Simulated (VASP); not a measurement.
# Pb (Fd-3m) in VASP: notebook

Pb is run at these levels: LDA; tasks: single point.

All numbers are computed with VASP 6.6.1; they aren't measurements. Logs are shortened: lines on timing, memory, paths and dates and some standing lists are left out, and cuts for length are marked.

### 1 The cell of the first run

It takes space group Fd-3m (No. 227, cubic). Conventional cell: a = 6.785 Å, b = 6.785 Å, c = 6.785 Å, α = 90.00°, β = 90.00°, γ = 90.00°. Pb (site symmetry -43m) has 4 Pb at 2.94 Å within 3.9 Å.

### 2 Single point, LDA (volume scaled by 0.96)

Contents of INCAR:

```
SYSTEM = Pb
PREC = Accurate ; ENCUT = 520
EDIFF = 1E-6 ; ISMEAR = -1
SIGMA = 0.05 ; LREAL = .FALSE.
LASPH = .TRUE. ; NELM = 80
ALGO = Normal ; ISIF = 2
LWAVE = .FALSE. ; LCHARG = .TRUE.
GGA = CA ; LELF = .TRUE.
LVHAR = .TRUE. ; NBANDS = 21
```

Contents of KPOINTS:

```
Automatic mesh
0
G
  7 7 7
  0 0 0
```

Contents of POSCAR:

```
Pb
1.0
    0.0000000000      3.3925213842      3.3925213842
    3.3925213842      0.0000000000      3.3925213842
    3.3925213842      3.3925213842      0.0000000000
Pb
2
Direct
    0.2500000000      0.2500000000      0.2500000000
    0.0000000000      0.0000000000      0.0000000000
```

Potentials or basis: VASP PAW LDA potentials, release 64 (Pb_d).

On the command line:

```console
$ cat potpaw_LDA.64/Pb_d/POTCAR > POTCAR
$ mpirun -np 1 vasp_std > vasp.out
```

OUTCAR:

```text
SYSTEM = Pb
   PREC = Accurate
   ENCUT = 520
   EDIFF = 1E-6
   ISMEAR = -1
   LREAL = .FALSE.
   LASPH = .TRUE.
   NELM = 80
   ISIF = 2
   GGA = CA

 ion  position               nearest neighbor table
   1  0.250  0.250  0.250-   2 2.94   2 2.94   2 2.94   2 2.94
   2  0.000  0.000  0.000-   1 2.94   1 2.94   1 2.94   1 2.94

  LATTYP: Found a face centered cubic cell.
 ALAT       =     6.7850427684

  Lattice vectors:

 A1 = (   0.0000000000,   3.3925213842,   3.3925213842)
 A2 = (   3.3925213842,   0.0000000000,   3.3925213842)
 A3 = (   3.3925213842,   3.3925213842,   0.0000000000)

Analysis of symmetry for initial positions (statically):
=====================================================================
 Subroutine PRICEL returns:
 Original cell was already a primitive cell.

 Routine SETGRP: Setting up the symmetry group for a
 face centered cubic supercell.

 Subroutine GETGRP returns: Found 48 space group operations
 (whereof 24 operations were pure point group operations)
 out of a pool of 48 trial point group operations.

The static configuration has the point symmetry T_d .
 The point group associated with its full space group is O_h .

Analysis of symmetry for dynamics (positions and initial velocities):
=====================================================================
 Subroutine PRICEL returns:
 Original cell was already a primitive cell.

 Routine SETGRP: Setting up the symmetry group for a
 face centered cubic supercell.

 Subroutine GETGRP returns: Found 48 space group operations
 (whereof 24 operations were pure point group operations)
 out of a pool of 48 trial point group operations.

The dynamic configuration has the point symmetry T_d .
 The point group associated with its full space group is O_h .

 Subroutine INISYM returns: Found 48 space group operations
 (whereof 24 operations are pure point group operations),
 and found     1 'primitive' translations

----------------------------------------------------------------------------------------

                                     Primitive cell

  volume of cell :      78.0904

  direct lattice vectors                    reciprocal lattice vectors
     0.000000000  3.392521384  3.392521384    -0.147383006  0.147383006  0.147383006
     3.392521384  0.000000000  3.392521384     0.147383006 -0.147383006  0.147383006
     3.392521384  3.392521384  0.000000000     0.147383006  0.147383006 -0.147383006

  length of vectors
     4.797749752  4.797749752  4.797749752     0.255274855  0.255274855  0.255274855

  position of ions in fractional coordinates (direct lattice)
     0.250000000  0.250000000  0.250000000
     0.000000000  0.000000000  0.000000000

  ion indices of the primitive-cell ions
   primitive index   ion index
                 1           1
                 2           2

----------------------------------------------------------------------------------------

 KPOINTS: Automatic mesh

Automatic generation of k-mesh.
 Grid dimensions read from file:
 generate k-points for:    7    7    7

 Generating k-lattice:

  Cartesian coordinates                     Fractional coordinates (reciprocal lattice)
    -0.021054715  0.021054715  0.021054715     0.142857143  0.000000000  0.000000000
     0.021054715 -0.021054715  0.021054715     0.000000000  0.142857143  0.000000000
     0.021054715  0.021054715 -0.021054715     0.000000000  0.000000000  0.142857143

  Length of vectors
     0.036467836  0.036467836  0.036467836

  Shift w.r.t. Gamma in fractional coordinates (k-lattice)
     0.000000000  0.000000000  0.000000000

 Subroutine IBZKPT returns following result:
 ===========================================

 Found     20 irreducible k-points:

 Following reciprocal coordinates:
            Coordinates               Weight
  0.000000  0.000000  0.000000      1.000000
  0.142857  0.000000  0.000000      8.000000
  0.285714  0.000000  0.000000      8.000000
  0.428571  0.000000  0.000000      8.000000
  0.142857  0.142857  0.000000      6.000000
  0.285714  0.142857  0.000000     24.000000
[... 12 lines left out ...]
 -0.428571  0.428571  0.142857     24.000000
 -0.285714  0.428571  0.142857     24.000000
   k-points           NKPTS =     20   k-points in BZ     NKDIM =     20   number of bands    NBANDS=     21
   number of dos      NEDOS =    301   number of ions     NIONS =      2
   total plane-waves  NPLWV =  46656
   dimension x,y,z NGX =    36 NGY =   36 NGZ =   36
   dimension x,y,z NGXF=    72 NGYF=   72 NGZF=   72
   ions per type =               2
   NGX,Y,Z   is equivalent  to a cutoff of  12.47, 12.47, 12.47 a.u.
   NGXF,Y,Z  is equivalent  to a cutoff of  24.95, 24.95, 24.95 a.u.
 SYSTEM =  Pb
   PREC   = accura    normal or accurate (medium, high low for compatibility)
   ISTART =      0    job   : 0-new  1-cont  2-samecut
   ICHARG =      2    charge: 1-file 2-atom 10-const
   ISPIN  =      1    spin polarized calculation?
   LNONCOLLINEAR =      F non collinear calculations
   LSORBIT =      F    spin-orbit coupling
   LASPH  =      T    aspherical Exc in radial PAW
   ENCUT  =  520.0 eV  38.22 Ry    6.18 a.u.   8.92  8.92  8.92*2*pi/ulx,y,z
   NELM   =     80;   NELMIN=  2; NELMDL= -5     # of ELM steps
   EDIFF  = 0.1E-05   stopping-criterion for ELM
   LREAL  =      F    real-space projection
   EDIFFG = 0.1E-04   stopping-criterion for IOM
   NSW    =      0    number of steps for IOM
   IBRION =     -1    ionic relax: 0-MD 1-quasi-New 2-CG
   NFREE  =      0    steps in history (QN), initial steepest desc. (CG)
   ISIF   =      2    stress and relaxation
   ISYM   =      2    0-nonsym 1-usesym 2-fastsym
   POTIM  = 0.5000    time-step for ionic-motion
   TEBEG  =    0.0;   TEEND  =   0.0 temperature during run
   PSTRESS=    0.0 pullay stress
   NELECT =      28.0000    total number of electrons
   NUPDOWN=      -1.0000    fix difference up-down
   EMIN   =  10.00;   EMAX   =-10.00  energy-range for DOS
   EFERMI =   0.00;   METHOD = LEGACY
   ISMEAR =    -1;   SIGMA  =   0.05  broadening in eV -4-tet -1-fermi 0-gaus
   EFERMI_NEDOS =   21; number of points for ismear=-14 and -15
   IALGO  =     38    algorithm
   IMIX   =      4    mixing-type and parameters
     AMIX     =   0.40;   BMIX     =  1.00
     AMIX_MAG =   1.60;   BMIX_MAG =  1.00
  volume/ion in A,a.u.               =      39.05       263.49
  Fermi-wavevector in a.u.,A,eV,Ry     =   1.163041  2.197828 18.404107  1.352664
  Thomas-Fermi vector in A             =   2.299595
   LORBIT       =      0    0 simple, 1 ext, 2 COOP (PROOUT), +10 PAW based schemes
   GGA     = CA    functional components
   LHFCALC =     F    Hartree Fock is set to
   AEXX    =    0.0000 exact exchange contribution
   IVDW    =     0    specifies the selected vdW correction
   LEPSILON=     F    determine dielectric tensor
   LRPA    =     F    only Hartree local field effects (RPA)
 non-spin polarized calculation
  energy-cutoff  :      520.00
  volume of cell :       78.09
 maximum number of plane-waves:      2126
   NGX = 17   NGY = 17   NGZ = 17

 number of electron      28.0000007 magnetization

 Free energy of the ion-electron system (eV)
  ---------------------------------------------------
  ext. energy  EPLUGINS =         0.00000000
  ---------------------------------------------------
  free energy    TOTEN  =        -7.88662509 eV

  energy without entropy =       -7.88060226  energy(sigma->0) =       -7.88361368

 E-fermi :   4.4273     XC(G=0):  -8.9380

 val. band max:        4.3915919041   @ k =  -0.1429   0.1429   0.0000
 cond. band min:       4.4543278544   @ k =   0.1429   0.0000   0.0000
 fundamental gap:      0.0627359504
 Fermi energy:         4.4272800129

 k-point     1 :       0.0000    0.0000    0.0000
  band No.  band energies     occupation
      1     -12.8110      2.00000
      2     -12.8110      2.00000
      3     -12.8110      2.00000
      4     -12.7239      2.00000
      5     -12.7239      2.00000
      6     -12.2451      2.00000
[... 13 lines left out ...]
     20      12.3976      0.00000
     21      12.3976      0.00000

 k-point     2 :       0.1429    0.0000    0.0000
  band No.  band energies     occupation
      1     -12.8316      2.00000
      2     -12.8316      2.00000
      3     -12.8061      2.00000
      4     -12.6937      2.00000
      5     -12.6937      2.00000
      6     -12.2767      2.00000
[... 13 lines left out ...]
     20      11.7122      0.00000
     21      11.7125      0.00000

 k-point     3 :       0.2857    0.0000    0.0000
  band No.  band energies     occupation
      1     -12.8545      2.00000
      2     -12.8545      2.00000
      3     -12.7948      2.00000
      4     -12.6523      2.00000
      5     -12.6523      2.00000
      6     -12.3095      2.00000
[... 13 lines left out ...]
     20      11.7124      0.00000
     21      11.7124      0.00000

 k-point     4 :       0.4286    0.0000    0.0000
  band No.  band energies     occupation
      1     -12.8636      2.00000
      2     -12.8636      2.00000
      3     -12.7853      2.00000
      4     -12.6325      2.00000
      5     -12.6325      2.00000
      6     -12.3221      2.00000
[... 13 lines left out ...]
     20      12.6418      0.00000
     21      12.6418      0.00000

 k-point     5 :       0.1429    0.1429    0.0000
  band No.  band energies     occupation
      1     -12.8295      2.00000
      2     -12.8270      2.00000
      3     -12.8270      2.00000
      4     -12.6981      2.00000
      5     -12.6614      2.00000
      6     -12.3439      2.00000
[... 13 lines left out ...]
     20      10.5460      0.00000
     21      12.8816      0.00000
[... 286 lines left out ...]
     20      12.2058      0.00000
     21      12.9928      0.00000

 k-point    18 :      -0.4286    0.2857    0.1429
  band No.  band energies     occupation
      1     -12.9108      2.00000
      2     -12.8888      2.00000
      3     -12.7124      2.00000
      4     -12.5842      2.00000
      5     -12.5351      2.00000
      6     -12.4738      2.00000
[... 13 lines left out ...]
     20      12.6269      0.00000
     21      13.0271      0.00000

 k-point    19 :      -0.4286    0.4286    0.1429
  band No.  band energies     occupation
      1     -12.9034      2.00000
      2     -12.9004      2.00000
      3     -12.7016      2.00000
      4     -12.5942      2.00000
      5     -12.5278      2.00000
      6     -12.4451      2.00000
[... 13 lines left out ...]
     20      13.0262      0.00000
     21      14.2667      0.00000

 k-point    20 :      -0.2857    0.4286    0.1429
  band No.  band energies     occupation
      1     -12.9213      2.00000
      2     -12.9017      2.00000
      3     -12.6653      2.00000
      4     -12.5604      2.00000
      5     -12.5138      2.00000
      6     -12.4646      2.00000
[... 13 lines left out ...]
     20      13.1144      0.00000
     21      14.3315      0.00000

------------------------ aborting loop because EDIFF is reached ----------------------------------------

  FORCE on cell =-STRESS in cart. coord.  units (eV):
  Direction    XX          YY          ZZ          XY          YZ          ZX
  --------------------------------------------------------------------------------------
  -------------------------------------------------------------------------------------
  Total        0.3371735      0.3371735      0.3371735     -0.0000000     -0.0000000     -0.0000000
  in kB        6.9177724      6.9177724      6.9177724     -0.0000000     -0.0000000     -0.0000000
  external PRESSURE =       6.9177724 kB  Pullay stress =       0.0000000 kB

 VOLUME and BASIS-vectors are now :
 -----------------------------------------------------------------------------
  energy-cutoff  :      520.00
  volume of cell :       78.09
      direct lattice vectors                 reciprocal lattice vectors
     0.000000000  3.392521384  3.392521384    -0.147383006  0.147383006  0.147383006
     3.392521384  0.000000000  3.392521384     0.147383006 -0.147383006  0.147383006
     3.392521384  3.392521384  0.000000000     0.147383006  0.147383006 -0.147383006

 POSITION                                       TOTAL-FORCE (eV/Angst)
 -----------------------------------------------------------------------------------
      1.69626      1.69626      1.69626        -0.000000      0.000000     -0.000000
      0.00000      0.00000      0.00000         0.000000     -0.000000      0.000000
 -----------------------------------------------------------------------------------
    total drift:                                0.000000      0.000000     -0.000000

  FREE ENERGIE OF THE ION-ELECTRON SYSTEM (eV)
  ---------------------------------------------------
  free  energy   TOTEN  =        -7.8866250939 eV

  energy  without entropy=       -7.8806022644  energy(sigma->0) =       -7.88361368
```

It took 47 s on 1 thread of AMD EPYC 7R13, shared host; peak memory 0.14 GiB.

Results:

| Quantity | Value |
| --- | --- |
| Free energy | -7.8866 eV |
| Pressure | 0.7 GPa |
| Band gap on the k mesh | zero (band 14 reaches 4.85 eV, above the bottom of band 15 at 3.67 eV) |

Caveat: spin-orbit coupling is left out, which moves the levels of the heavy elements.

(Part 1 of 2 ends here.)
